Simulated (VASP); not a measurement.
The system is BaTiO3.

```xyz
5
Lattice="-3.9892 0.0000 0.0000 0.0000 -2.8416 2.8514 0.0000 2.8416 2.8514" Properties=species:S:1:pos:R:3 pbc="T T T"
Ba    0.0000    0.0000    0.0000
Ti   -1.9946    0.0000    2.9329
O     0.0000    0.0000    2.7886
O    -1.9946   -1.3862    4.2675
O    -1.9946    1.3862    4.2675
```

Base run:

| Quantity | Value |
| --- | --- |
| Program | VASP 6.6.1 |
| Functional | PBEsol |
| Potentials or basis | VASP PAW PBE potentials, release 64 (Ba_sv, Ti_sv, O) |
| Cutoff | 520 eV |
| k mesh | 5 × 5 × 5 |
| Occupations | fermi-dirac, width 0.114 eV |
| Spin | no spin polarisation |

Its results: band gap on the k mesh 1.95 eV (least direct gap 2.04 eV); pressure -2.8 GPa; largest force 0.297 eV/Å.

Question: The run is repeated on the same cell with these changes: k mesh from 5 × 5 × 5 to 8 × 8 × 8; further incar settings from ALGO = Normal; EDIFF = 1e-07; NBANDS = 28 to ALGO = Normal; EDIFF = 1e-07; NBANDS = 28; ISYM = 0. What comes out?

Answer: Band gap on the k mesh 1.82 eV (least direct gap 2.04 eV); pressure -2.8 GPa; largest force 0.290 eV/Å.

Caveats: the PAW data sets were made with another functional, which shifts forces and pressure a little; spin-orbit coupling is left out, which moves the levels of the heavy elements.

A k mesh can miss the band edges.
